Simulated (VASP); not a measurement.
# Sn (Fd-3m) in VASP: a series of runs, part 2 of 3

VASP 6.6.1. The steps go on from the part before.

## (4) Single point, PBE

File INCAR:

```
SYSTEM = Sn
ALGO = Normal ; EDIFF = 1E-6
ENCUT = 500 ; GGA = PE
GGA_COMPAT = .FALSE. ; ISIF = 2
ISMEAR = 1 ; LASPH = .TRUE.
LCHARG = .FALSE. ; LREAL = .FALSE.
LWAVE = .FALSE. ; NBANDS = 21
NELM = 120 ; PREC = Accurate
SIGMA = 0.1
```

File KPOINTS:

```
k-points
0
G
  6 6 6
  0 0 0
```

File POSCAR:

```
Sn
1.0
    0.0000000000      3.2333430000      3.2333430000
    3.2333430000      0.0000000000      3.2333430000
    3.2333430000      3.2333430000      0.0000000000
Sn
2
Direct
    0.0000000000      0.0000000000      0.0000000000
    0.2500000000      0.2500000000      0.2500000000
```

Potentials or basis: VASP PAW PBE potentials, release 64 (Sn_d).

Launch:

```console
> cat potpaw_PBE.64/Sn_d/POTCAR > POTCAR
> mpirun -np 1 vasp_std > vasp.out
```

OUTCAR:

```text
SYSTEM = Sn
   EDIFF = 1E-6
   ENCUT = 500
   GGA = PE
   ISIF = 2
   ISMEAR = 1
   LASPH = .TRUE.
   LREAL = .FALSE.
   NELM = 120
   PREC = Accurate

 ion  position               nearest neighbor table
   1  0.000  0.000  0.000-   2 2.80   2 2.80   2 2.80   2 2.80
   2  0.250  0.250  0.250-   1 2.80   1 2.80   1 2.80   1 2.80

  LATTYP: Found a face centered cubic cell.
 ALAT       =     6.4666860000

  Lattice vectors:

 A1 = (   0.0000000000,   3.2333430000,   3.2333430000)
 A2 = (   3.2333430000,   0.0000000000,   3.2333430000)
 A3 = (   3.2333430000,   3.2333430000,   0.0000000000)

Analysis of symmetry for initial positions (statically):
=====================================================================
 Subroutine PRICEL returns:
 Original cell was already a primitive cell.

 Routine SETGRP: Setting up the symmetry group for a
 face centered cubic supercell.

 Subroutine GETGRP returns: Found 48 space group operations
 (whereof 24 operations were pure point group operations)
 out of a pool of 48 trial point group operations.

The static configuration has the point symmetry T_d .
 The point group associated with its full space group is O_h .

Analysis of symmetry for dynamics (positions and initial velocities):
=====================================================================
 Subroutine PRICEL returns:
 Original cell was already a primitive cell.

 Routine SETGRP: Setting up the symmetry group for a
 face centered cubic supercell.

 Subroutine GETGRP returns: Found 48 space group operations
 (whereof 24 operations were pure point group operations)
 out of a pool of 48 trial point group operations.

The dynamic configuration has the point symmetry T_d .
 The point group associated with its full space group is O_h .

 Subroutine INISYM returns: Found 48 space group operations
 (whereof 24 operations are pure point group operations),
 and found     1 'primitive' translations

----------------------------------------------------------------------------------------

                                     Primitive cell

  volume of cell :      67.6060

  direct lattice vectors                    reciprocal lattice vectors
     0.000000000  3.233343000  3.233343000    -0.154638713  0.154638713  0.154638713
     3.233343000  0.000000000  3.233343000     0.154638713 -0.154638713  0.154638713
     3.233343000  3.233343000  0.000000000     0.154638713  0.154638713 -0.154638713

  length of vectors
     4.572637522  4.572637522  4.572637522     0.267842108  0.267842108  0.267842108

  position of ions in fractional coordinates (direct lattice)
     0.000000000  0.000000000  0.000000000
     0.250000000  0.250000000  0.250000000

  ion indices of the primitive-cell ions
   primitive index   ion index
                 1           1
                 2           2

----------------------------------------------------------------------------------------

 KPOINTS: k-points

Automatic generation of k-mesh.
 Grid dimensions read from file:
 generate k-points for:    6    6    6

 Generating k-lattice:

  Cartesian coordinates                     Fractional coordinates (reciprocal lattice)
    -0.025773119  0.025773119  0.025773119     0.166666667  0.000000000  0.000000000
     0.025773119 -0.025773119  0.025773119     0.000000000  0.166666667  0.000000000
     0.025773119  0.025773119 -0.025773119     0.000000000  0.000000000  0.166666667

  Length of vectors
     0.044640351  0.044640351  0.044640351

  Shift w.r.t. Gamma in fractional coordinates (k-lattice)
     0.000000000  0.000000000  0.000000000

 Subroutine IBZKPT returns following result:
 ===========================================

 Found     16 irreducible k-points:

 Following reciprocal coordinates:
            Coordinates               Weight
  0.000000  0.000000  0.000000      1.000000
  0.166667  0.000000  0.000000      8.000000
  0.333333  0.000000  0.000000      8.000000
  0.500000  0.000000  0.000000      4.000000
  0.166667  0.166667  0.000000      6.000000
  0.333333  0.166667  0.000000     24.000000
[... 8 lines left out ...]
 -0.333333  0.333333  0.166667     24.000000
 -0.333333  0.500000  0.166667     12.000000
   k-points           NKPTS =     16   k-points in BZ     NKDIM =     16   number of bands    NBANDS=     21
   number of dos      NEDOS =    301   number of ions     NIONS =      2
   total plane-waves  NPLWV =  46656
   dimension x,y,z NGX =    36 NGY =   36 NGZ =   36
   dimension x,y,z NGXF=    72 NGYF=   72 NGZF=   72
   ions per type =               2
   NGX,Y,Z   is equivalent  to a cutoff of  13.09, 13.09, 13.09 a.u.
   NGXF,Y,Z  is equivalent  to a cutoff of  26.18, 26.18, 26.18 a.u.
 SYSTEM =  Sn
   PREC   = accura    normal or accurate (medium, high low for compatibility)
   ISTART =      0    job   : 0-new  1-cont  2-samecut
   ICHARG =      2    charge: 1-file 2-atom 10-const
   ISPIN  =      1    spin polarized calculation?
   LNONCOLLINEAR =      F non collinear calculations
   LSORBIT =      F    spin-orbit coupling
   LASPH  =      T    aspherical Exc in radial PAW
   ENCUT  =  500.0 eV  36.75 Ry    6.06 a.u.   8.34  8.34  8.34*2*pi/ulx,y,z
   NELM   =    120;   NELMIN=  2; NELMDL= -5     # of ELM steps
   EDIFF  = 0.1E-05   stopping-criterion for ELM
   LREAL  =      F    real-space projection
   EDIFFG = 0.1E-04   stopping-criterion for IOM
   NSW    =      0    number of steps for IOM
   IBRION =     -1    ionic relax: 0-MD 1-quasi-New 2-CG
   NFREE  =      0    steps in history (QN), initial steepest desc. (CG)
   ISIF   =      2    stress and relaxation
   ISYM   =      2    0-nonsym 1-usesym 2-fastsym
   POTIM  = 0.5000    time-step for ionic-motion
   TEBEG  =    0.0;   TEEND  =   0.0 temperature during run
   PSTRESS=    0.0 pullay stress
   NELECT =      28.0000    total number of electrons
   NUPDOWN=      -1.0000    fix difference up-down
   EMIN   =  10.00;   EMAX   =-10.00  energy-range for DOS
   EFERMI =   0.00;   METHOD = LEGACY
   ISMEAR =     1;   SIGMA  =   0.10  broadening in eV -4-tet -1-fermi 0-gaus
   EFERMI_NEDOS =   21; number of points for ismear=-14 and -15
   IALGO  =     38    algorithm
   IMIX   =      4    mixing-type and parameters
     AMIX     =   0.40;   BMIX     =  1.00
     AMIX_MAG =   1.60;   BMIX_MAG =  1.00
  volume/ion in A,a.u.               =      33.80       228.11
  Fermi-wavevector in a.u.,A,eV,Ry     =   1.220298  2.306028 20.260790  1.489126
  Thomas-Fermi vector in A             =   2.355520
   LORBIT       =      0    0 simple, 1 ext, 2 COOP (PROOUT), +10 PAW based schemes
   GGA     = PE    functional components
   LHFCALC =     F    Hartree Fock is set to
   AEXX    =    0.0000 exact exchange contribution
   IVDW    =     0    specifies the selected vdW correction
   LEPSILON=     F    determine dielectric tensor
   LRPA    =     F    only Hartree local field effects (RPA)
 non-spin polarized calculation
 Methfessel and Paxton  Order N= 1 SIGMA  =   0.10
  energy-cutoff  :      500.00
  volume of cell :       67.61
 maximum number of plane-waves:      1759
 NGX is ok and might be reduce to    36
   NGX = 17   NGY = 17   NGZ = 17

 number of electron      28.0000008 magnetization

 Free energy of the ion-electron system (eV)
  ---------------------------------------------------
  ext. energy  EPLUGINS =         0.00000000
  ---------------------------------------------------
  free energy    TOTEN  =        -7.59200240 eV

  energy without entropy =       -7.59175456  energy(sigma->0) =       -7.59191979

 E-fermi :   5.7760     XC(G=0):  -8.9171

 val. band max:        5.7749615013   @ k =   0.5000   0.0000   0.0000
 cond. band min:       5.8469004370   @ k =   0.0000   0.0000   0.0000
 fundamental gap:      0.0719389358
 Fermi energy:         5.7759828557

 k-point     1 :       0.0000    0.0000    0.0000
  band No.  band energies     occupation
      1     -15.9420      2.00000
      2     -15.9420      2.00000
      3     -15.9420      2.00000
      4     -15.8810      2.00000
      5     -15.8810      2.00000
      6     -15.5632      2.00000
[... 13 lines left out ...]
     20      13.7443      0.00000
     21      13.7443      0.00000
[... 337 lines left out ...]
 k-point    16 :      -0.3333    0.5000    0.1667
  band No.  band energies     occupation
      1     -16.0089      2.00000
      2     -16.0089      2.00000
      3     -15.8153      2.00000
      4     -15.8153      2.00000
      5     -15.7194      2.00000
      6     -15.7194      2.00000
[... 13 lines left out ...]
     20      14.8906      0.00000
     21      16.0530      0.00000

------------------------ aborting loop because EDIFF is reached ----------------------------------------

  FORCE on cell =-STRESS in cart. coord.  units (eV):
  Direction    XX          YY          ZZ          XY          YZ          ZX
  --------------------------------------------------------------------------------------
  -------------------------------------------------------------------------------------
  Total        1.6170779      1.6170779      1.6170779     -0.0000000     -0.0000000      0.0000000
  in kB       38.3227084     38.3227084     38.3227084     -0.0000000     -0.0000000      0.0000000
  external PRESSURE =      38.3227084 kB  Pullay stress =       0.0000000 kB

 VOLUME and BASIS-vectors are now :
 -----------------------------------------------------------------------------
  energy-cutoff  :      500.00
  volume of cell :       67.61
      direct lattice vectors                 reciprocal lattice vectors
     0.000000000  3.233343000  3.233343000    -0.154638713  0.154638713  0.154638713
     3.233343000  0.000000000  3.233343000     0.154638713 -0.154638713  0.154638713
     3.233343000  3.233343000  0.000000000     0.154638713  0.154638713 -0.154638713

 POSITION                                       TOTAL-FORCE (eV/Angst)
 -----------------------------------------------------------------------------------
      0.00000      0.00000      0.00000        -0.000000     -0.000000      0.000000
      1.61667      1.61667      1.61667         0.000000      0.000000     -0.000000
 -----------------------------------------------------------------------------------
    total drift:                                0.000000      0.000000      0.000000

  FREE ENERGIE OF THE ION-ELECTRON SYSTEM (eV)
  ---------------------------------------------------
  free  energy   TOTEN  =        -7.5920024049 eV

  energy  without entropy=       -7.5917545580  energy(sigma->0) =       -7.59191979
```

stdout:

```text
POSCAR found type information on POSCAR Sn
 POSCAR found :  1 types and       2 ions
 scaLAPACK will be used
 LDA part: xc-table for (Slater+PW92), standard interpolation
 POSCAR, INCAR and KPOINTS ok, starting setup
 FFT: planning ... GRIDC
 FFT: planning ... GRID_SOFT
 FFT: planning ... GRID
 WAVECAR not read
 entering main loop
```

Wall time 28 s (1 thread of Intel Xeon 6975P-C (Granite Rapids), shared host); peak memory 0.19 GiB.

What came out:

| Property | Result |
| --- | --- |
| Free energy | -7.5920 eV |
| Pressure | 3.8 GPa |
| Band gap on the k mesh | zero (bands 14 and 15 overlap by 0.07 eV) |

Caveat: the cell stands under pressure; spin-orbit coupling is left out, which moves the levels of the heavy elements.

## (5) Single point, PBE

File INCAR:

```
SYSTEM = Sn
PREC = Accurate
ENCUT = 500
EDIFF = 1E-6
ISMEAR = 1
SIGMA = 0.05
LREAL = .False.
LASPH = .True.
NELM = 120
ALGO = Normal
ISIF = 2
LWAVE = .False.
LCHARG = .False.
GGA = PE
NBANDS = 21
GGA_COMPAT = .False.
```

File KPOINTS:

```
Automatic mesh
0
Gamma
  6 6 6
  0 0 0
```

POSCAR is that of step 4.

Potentials or basis: VASP PAW PBE potentials, release 64 (Sn_d).

Launch:

```console
> cat potpaw_PBE.64/Sn_d/POTCAR > POTCAR
> mpirun -np 1 vasp_std > vasp.out
```

OUTCAR:

```text
SYSTEM = Sn
   PREC = Accurate
   ENCUT = 500
   EDIFF = 1E-6
   ISMEAR = 1
   LREAL = .False.
   LASPH = .True.
   NELM = 120
   ISIF = 2
   GGA = PE

 ion  position               nearest neighbor table
   1  0.000  0.000  0.000-   2 2.80   2 2.80   2 2.80   2 2.80
   2  0.250  0.250  0.250-   1 2.80   1 2.80   1 2.80   1 2.80

  LATTYP: Found a face centered cubic cell.
 ALAT       =     6.4666860000

  Lattice vectors:

 A1 = (   0.0000000000,   3.2333430000,   3.2333430000)
[... 561 lines left out ...]

------------------------ aborting loop because EDIFF is reached ----------------------------------------

  FORCE on cell =-STRESS in cart. coord.  units (eV):
  Direction    XX          YY          ZZ          XY          YZ          ZX
  --------------------------------------------------------------------------------------
  -------------------------------------------------------------------------------------
  Total        1.6231345      1.6231345      1.6231345     -0.0000000     -0.0000000      0.0000000
  in kB       38.4662423     38.4662423     38.4662423     -0.0000000     -0.0000000      0.0000000
  external PRESSURE =      38.4662423 kB  Pullay stress =       0.0000000 kB

 VOLUME and BASIS-vectors are now :
 -----------------------------------------------------------------------------
  energy-cutoff  :      500.00
  volume of cell :       67.61
      direct lattice vectors                 reciprocal lattice vectors
     0.000000000  3.233343000  3.233343000    -0.154638713  0.154638713  0.154638713
     3.233343000  0.000000000  3.233343000     0.154638713 -0.154638713  0.154638713
     3.233343000  3.233343000  0.000000000     0.154638713  0.154638713 -0.154638713

 POSITION                                       TOTAL-FORCE (eV/Angst)
 -----------------------------------------------------------------------------------
      0.00000      0.00000      0.00000         0.000000      0.000000      0.000000
      1.61667      1.61667      1.61667        -0.000000     -0.000000     -0.000000
 -----------------------------------------------------------------------------------
    total drift:                                0.000000      0.000000      0.000000

  FREE ENERGIE OF THE ION-ELECTRON SYSTEM (eV)
  ---------------------------------------------------
  free  energy   TOTEN  =        -7.5918401621 eV

  energy  without entropy=       -7.5916594917  energy(sigma->0) =       -7.59177994
```

It took 24 s on 1 thread of Intel Xeon 6975P-C (Granite Rapids), shared host; peak memory 0.19 GiB.

Results:

```
Free energy            : -7.5918 eV
Pressure               : 3.8 GPa
Band gap on the k mesh : zero (bands 14 and 15 overlap by 0.07 eV)
```

Levels at points of the mesh, in eV from the Fermi level:
| k point | band 10 | band 11 | band 12 | band 13 | band 14 | band 15 | band 16 | band 17 | band 18 | band 19 |
| --- | --- | --- | --- | --- | --- | --- | --- | --- | --- | --- |
| (0.00, 0.00, 0.00) | -21.33 | -10.69 | -0.58 | 0.07 | 0.07 | 0.07 | 2.14 | 2.14 | 2.14 | 5.01 |
| (0.50, 0.00, 0.00) | -21.28 | -9.05 | -6.35 | -1.15 | -1.15 | 0.00 | 3.22 | 3.22 | 5.63 | 8.55 |
| (0.50, 0.50, 0.00) | -21.26 | -7.56 | -7.56 | -2.51 | -2.51 | 0.80 | 0.80 | 7.78 | 7.78 | 9.38 |

Caveat: the cell stands under pressure; spin-orbit coupling is left out, which moves the levels of the heavy elements.

(Continued in part 3 of 3.)
